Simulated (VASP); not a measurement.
Crystal: Cd3Ga2O.

```
CELL_PARAMETERS angstrom
4.18863 0.00000 0.00000
0.00000 4.18863 0.00000
0.00000 0.00000 7.49056
ATOMIC_POSITIONS crystal
Cd 0.50000 0.50000 0.50000
Cd 0.50000 0.50000 0.19222
Cd 0.50000 0.50000 0.80778
Ga 0.00000 0.50000 0.50000
Ga 0.50000 0.00000 0.50000
O 0.00000 0.00000 0.50000
```

The cell was generated, and may not be a known phase.

```yaml
Program: VASP 6.6.1
Task: relaxation of cell and atoms
Functional: PBE
Potentials_or_basis: VASP PAW PBE potentials, release 64 (Cd_sv_GW, Ga_d, O)
Cutoff: 700 eV
k_mesh: 4 × 4 × 2
Occupations: gaussian, width 0.1 eV
Spin: no spin polarisation
```

At the start: pressure 41.1 GPa; volume 21.90 Å³/atom.

How do energy, volume and symmetry change on relaxing?

Over 8 steps the energy falls by 1168.9 meV/atom and the volume is 34.16 Å³/atom (+55.9 %); space group P4/mmm (No. 123, to 0.1 Å) before and after.

The path:
| step | energy change (eV) | largest force (eV/Å) | pressure (GPa) | volume (Å³) |
| --- | --- | --- | --- | --- |
| 1 | 0.0000 | 5.9033 | 41.13 | 131.42 |
| 2 | -5.8879 | 0.9951 | -3.10 | 268.83 |
| 3 | -6.9934 | 0.1135 | 0.79 | 200.22 |
| 4 | -7.0003 | 0.1632 | -0.65 | 210.18 |
| 5 | -7.0103 | 0.0501 | -0.05 | 205.87 |
| 6 | -7.0086 | 0.0972 | -0.30 | 207.59 |
| 7 | -7.0131 | 0.0483 | -0.05 | 205.80 |
| 8 | -7.0136 | 0.0223 | 0.07 | 204.94 |

Final structure:
```
CELL_PARAMETERS angstrom
4.99422 0.00000 0.00000
0.00000 4.99422 0.00000
0.00000 0.00000 8.21668
ATOMIC_POSITIONS crystal
Cd 0.50000 0.50000 0.50000
Cd 0.50000 0.50000 0.16746
Cd 0.50000 0.50000 0.83254
Ga 0.00000 0.50000 0.50000
Ga 0.50000 0.00000 0.50000
O 0.00000 0.00000 0.50000
```

Caveat: the k points lie up to 0.38 Å⁻¹ apart in the final cell; the volume moved by over 15 % at a fixed basis, so the end points are rough.
